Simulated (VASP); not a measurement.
Wanted: the native input for a VASP 6.6.1 run.

```
Task                   : single point
Functional             : PBE
Potentials or basis    : VASP PAW PBE potentials, release 64 (Si)
Cutoff                 : 520 eV
k mesh                 : 9 × 9 × 1
Occupations            : fermi-dirac, width 0.02 eV
Spin                   : no spin polarisation
Dipole correction      : yes
Further INCAR settings : ALGO = Normal; EDIFF = 1e-06; NBANDS = 26
```

The structure of Si lies in POSCAR:

```
Si
1.0
    3.8685410222      0.0000000000      0.0000000000
   -1.9342705111      3.3502548008      0.0000000000
    0.0000000000      0.0000000000     26.2656000000
Si
8
Direct
    0.8333333330      0.1666666670      0.3045806269
    0.1666666670      0.8333333330      0.3346451454
    0.1666666670      0.8333333330      0.4248387023
    0.5000000000      0.5000000000      0.4549032215
    0.5000000000      0.5000000000      0.5450967785
    0.8333333330      0.1666666670      0.5751612977
    0.8333333330      0.1666666670      0.6653548546
    0.1666666670      0.8333333330      0.6954193731
```

The input as run:

INCAR

```
PREC     = Accurate       # precision mode
ENCUT    = 520            # plane-wave cutoff, eV
EDIFF    = 1E-6           # SCF threshold, eV
ISMEAR   = -1             # smearing method
SIGMA    = 0.02           # smearing width, eV
LREAL    = False          # projectors in reciprocal space
LASPH    = True           # aspherical terms in the spheres
NELM     = 60             # most SCF steps
ALGO     = Normal         # electronic algorithm
ISIF     = 2              # what is computed and relaxed
LWAVE    = False          # write WAVECAR
LCHARG   = False          # write CHGCAR
LDIPOL   = True         
IDIPOL   = 3            
DIPOL    = 0.5 0.5 0.500
GGA      = PE             # functional
NBANDS   = 26             # bands
```

KPOINTS

```
Automatic mesh
0
Gamma
  9 9 1
```

Potentials or basis: VASP PAW PBE potentials, release 64 (Si).

The run is started by

```bash
$ cat potpaw_PBE.64/Si/POTCAR > POTCAR
$ mpirun -np 1 vasp_std > vasp.out
```

Results of the run:

The largest force is 0.743 eV/Å and the band gap on the k mesh is zero (band 16 reaches 0.20 eV, above the bottom of band 17 at 0.03 eV).

It took 5 min on 1 thread of AMD EPYC 7R43 64-Core Processor (Zen 3) (shared host), peak memory 0.39 GiB.
